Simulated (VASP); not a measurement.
Si: single point with PBE

Si:

```
Si
1.0
     0.00000    0.00000    3.86084
     3.34558   -3.34558   -1.93042
     6.69117    6.69117    0.00000
Si
8
Cartesian
  1.1951 1.1951 -0.1566
  4.5407 4.5407 1.7738
  2.1505 2.1505 1.7738
  5.4961 5.4961 -0.1566
  2.1505 -2.1505 2.0870
  5.4961 1.1951 0.1566
  1.1951 -1.1951 0.1566
  4.5407 2.1505 2.0870
```

This cell differs from its parent crystal: atoms displaced along a vibrational mode.

| Quantity | Value |
| --- | --- |
| Program | VASP 6.6.1 |
| Task | single point |
| Functional | PBE |
| Potentials or basis | VASP PAW PBE potentials, release 64 (Si) |
| Cutoff | 520 eV |
| k mesh | 10 × 10 × 4 |
| Occupations | gaussian, width 0.05 eV |
| Spin | no spin polarisation |
| Dipole correction | no |
| Further INCAR settings | ALGO = Normal; EDIFF = 1e-06; NBANDS = 26 |

```
Pressure               : -0.8 GPa
Largest force          : 0.433 eV/Å
Band gap on the k mesh : 0.17 eV
```

Forces on the atoms (eV/Å):
```
Si  -0.133 -0.133  0.390
Si  -0.133 -0.133  0.390
Si   0.133  0.133  0.390
Si   0.133  0.133  0.390
Si   0.133 -0.133 -0.390
Si   0.133 -0.133 -0.390
Si  -0.133  0.133 -0.390
Si  -0.133  0.133 -0.390
```

Stress tensor (GPa, compression positive):
```
-1.00  0.00  0.00
 0.00 -1.00  0.00
 0.00  0.00 -0.50
```

Levels at points of the mesh, in eV from the valence-band top:
```csv
k point,band 14,band 15,band 16,band 17,band 18,band 19
"(0.00, 0.00, 0.00)",-1.55,-1.55,-0.52,1.38,1.40,1.43
"(0.50, 0.00, 0.00)",-2.44,-2.31,-2.31,1.36,1.36,1.95
"(0.00, 0.50, 0.00)",-0.72,0.00,0.00,0.77,1.40,1.82
"(0.00, 0.00, 0.50)",-1.82,-1.61,-1.61,0.72,0.72,1.77
"(0.50, 0.00, 0.50)",-2.34,-1.44,-1.44,0.75,0.75,2.17
"(0.00, 0.50, 0.50)",-0.98,-0.57,-0.57,0.83,0.83,2.66
```

Run time: 3 min on 1 thread of Intel(R) Xeon(R) 6975P-C (Granite Rapids), with other jobs on the host, peak memory 0.45 GiB.

Caveat: the cell differs from its parent crystal (atoms displaced along a vibrational mode). A k mesh can miss the band edges.
